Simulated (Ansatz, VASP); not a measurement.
**TiO2: VASP beside Ansatz**

INCAR

```
PREC = Accurate
ENCUT = 520
EDIFF = 1E-7
ISMEAR = 0
SIGMA = 0.01
LREAL = False
LASPH = True
NELM = 100
ALGO = Normal
ISIF = 2
LWAVE = False
LCHARG = False
NBANDS = 33
```

File KPOINTS:

```
regular mesh
0
Gamma
  6 6 8
```

Contents of POSCAR:

```
TiO2
1.0
    4.5481613724      0.0000000000      0.0000000000
    0.0000000000      4.5481613724      0.0000000000
    0.0000000000      0.0000000000      2.9171283911
Ti O
2 4
Direct
    0.0000000000      0.0000000000      0.0000000000
    0.5000000000      0.5000000000      0.5000000000
    0.3039661197      0.3039661197      0.0000000000
    0.1960338803      0.8039661197      0.5000000000
    0.6960338803      0.6960338803      0.0000000000
    0.8039661197      0.1960338803      0.5000000000
```

Input for Ansatz:

```yaml
crystal:
  lattice:
    - [4.54816137237, 0.0, 0.0]
    - [0.0, 4.54816137237, 0.0]
    - [0.0, 0.0, 2.91712839111]
  atoms:
    - { symbol: Ti, position: [0.0, 0.0, 0.0] }
    - { symbol: Ti, position: [0.5, 0.5, 0.5] }
    - { symbol: O, position: [0.303966119656, 0.303966119656, 0.0] }
    - { symbol: O, position: [0.196033880344, 0.803966119656, 0.5] }
    - { symbol: O, position: [0.696033880344, 0.696033880344, 0.0] }
    - { symbol: O, position: [0.803966119656, 0.196033880344, 0.5] }
kpoints:
  mp_grid: { grid: [6, 6, 8] }
scf:
  occupations: { method: fixed }
hamiltonian:
  xc: lda
  pseudopotentials: { kind: all_electron, lapw: { basis_error: 0.001 } }
output:
  forces: true
  stress: true
  eigenvalues: true
  eigenstates:
    nscf_kmesh: { grid: [6, 6, 10] }
    de_dk: true
    e_range: [-9, 11.85818340325]
  optics:
    e_range: [0, 25]
    de: 0.2
    sigma: 0.15
    bands: { spectra_wanted_up_to: 25 }
    nscf_kmesh: { grid: [6, 6, 10] }
checkpoint:
  write: ck
  write_wavefunctions: false
```

Alike in both runs: task single point; functional LDA; k mesh 6 × 6 × 8; no spin polarisation.

|  | VASP | Ansatz |
| --- | --- | --- |
| version | VASP 6.6.1 | Ansatz 0.2.0 |
| potentials or method | VASP PAW LDA potentials, release 64 (Ti_sv, O), cutoff 520 eV | all-electron LAPW, scalar-relativistic |
| occupations | gaussian, width 0.01 eV | fixed |

```tsv
	VASP	Ansatz	Ansatz less VASP
gap on the k mesh at the Fermi level (eV)	1.83	1.85	+0.025
pressure (GPa)	1.3	0.2	-1.05
traceless stress, the component that is largest in VASP (GPa)	0.32	0.07	-0.251
rms of the force components (eV/Å)	0.018	0.003	-0.0152
```

LDA's correlation is that of Perdew and Zunger in VASP and of Perdew and Wang (1992) in Ansatz. Atom by atom the forces differ by 0.015 eV/Å (rms over components). Ansatz ran all-electron here, and VASP with PAW potentials. Ansatz's warnings: metallic iterate.
